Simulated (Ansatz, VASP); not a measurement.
Given: the input of a run of VASP 6.6.1 on GaSb.

Contents of INCAR:

```
AGGAC = 1.0 ; AGGAX = 1.0
ALDAC = 0.0 ; ALDAX = 1.0
ALGO = Normal ; EDIFF = 1E-6
EDIFFG = -0.02 ; ENCUT = 600
GGA = B5 ; IBRION = 2
ISIF = 3 ; ISMEAR = -1
LASPH = True ; LCHARG = False
LREAL = False ; LWAVE = False
NELM = 80 ; NSW = 60
PREC = Accurate ; SIGMA = 0.05
```

Contents of KPOINTS:

```
k-points
0
Gamma
  8 8 8
```

The input POSCAR:

```
GaSb
1.0
    0.0000000000      3.0590000000      3.0590000000
    3.0590000000      0.0000000000      3.0590000000
    3.0590000000      3.0590000000      0.0000000000
Sb Ga
1 1
Direct
    0.7500000000      0.7500000000      0.7500000000
    0.0000000000      0.0000000000      0.0000000000
```

Potentials or basis: VASP PAW PBE potentials, release 64 (Sb, Ga_d).

Command:

```console
$ cat potpaw_PBE.64/Sb/POTCAR potpaw_PBE.64/Ga_d/POTCAR > POTCAR
$ mpirun -np 1 vasp_std > vasp.out
```

Problem. Translate it to Ansatz 0.2.0. Potentials there: Ansatz PAW.

Solution. As run (the cutoff follows the program's own potentials):

input.yaml

```yaml
crystal:
  lattice:
    - [0.0, 3.059, 3.059]
    - [3.059, 0.0, 3.059]
    - [3.059, 3.059, 0.0]
  atoms:
    - { symbol: Sb, position: [0.75, 0.75, 0.75] }
    - { symbol: Ga, position: [0.0, 0.0, 0.0] }
hamiltonian:
  xc: blyp
  pseudopotentials: { kind: paw }
kpoints:
  mp_grid: { grid: [8, 8, 8] }
scf:
  occupations: { method: fermi_dirac, width: 0.05 }
output:
  forces: true
  stress: true
  eigenvalues: true
relax:
  f_tol: 0.01
  max_steps: 40
  cell: { stress_tol: 0.05 }
```

Potentials or basis: Ansatz PAW.

The run is started by

```bash
$ ansatz run input.yaml --threads 2 --pin off --max-ram 5632MiB --backend cpu --events-out ev --progress --plain --runs-dir out
```

Both were run:

|  | VASP | Ansatz | Ansatz less VASP |
| --- | --- | --- | --- |
| gap on the k mesh at the Fermi level, each at its own relaxed structure (eV) | none | none | - |
| relaxed volume (Å³/atom) | 32.18 | 32.05 | -0.130 |
| relaxed cell length with the largest relative difference (Å) | 4.498 | 4.492 | -0.0061 |

VASP's potentials were made for PBE, not for BLYP. A gap of «none» marks a metal or a gap that the smearing closes. VASP's potentials hold 18 valence electrons a cell and Ansatz's 28, so a difference there can come from the potentials and not from the codes.

Spin-orbit coupling is off throughout. Noted on Ansatz's run: the plane-wave basis is chosen anew once the cell has moved, so the energies of steps on either side of that aren't comparable.
